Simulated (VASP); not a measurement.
Input of a VASP 6.6.1 run:

File INCAR:

```
SYSTEM = LiH
  ALGO = Normal
  EDIFF = 1E-8
  ENCUT = 520
  GGA = CA
  ISIF = 2
  ISMEAR = -1
  LASPH = .TRUE.
  LCHARG = .FALSE.
  LEFG = .TRUE.
  LREAL = .FALSE.
  LWAVE = .FALSE.
  NBANDS = 9
  NELM = 100
  PREC = Accurate
  SIGMA = 0.03
```

Contents of KPOINTS:

```
k-points
0
G
  11 11 11
  0 0 0
```

File POSCAR:

```
LiH
1.0
    0.0000000000      2.0325000000      2.0325000000
    2.0325000000      0.0000000000      2.0325000000
    2.0325000000      2.0325000000      0.0000000000
Li H
1 1
Direct
    0.0000000000      0.0000000000      0.0000000000
    0.5000000000      0.5000000000      0.5000000000
```

Potentials or basis: VASP PAW LDA potentials, release 64 (Li_sv, H).

Launch:

```bash
$ cat potpaw_LDA.64/Li_sv/POTCAR potpaw_LDA.64/H/POTCAR > POTCAR
$ mpirun -np 1 vasp_std > vasp.out
```

Problem. What does it give for the band gap on the k mesh?

Solution. 2.84 eV, direct.

Caveat: without QUAD_EFG the Cq values of the log hold for a quadrupole moment of 1 mb, not for the nuclei. A k mesh can miss the band edges.
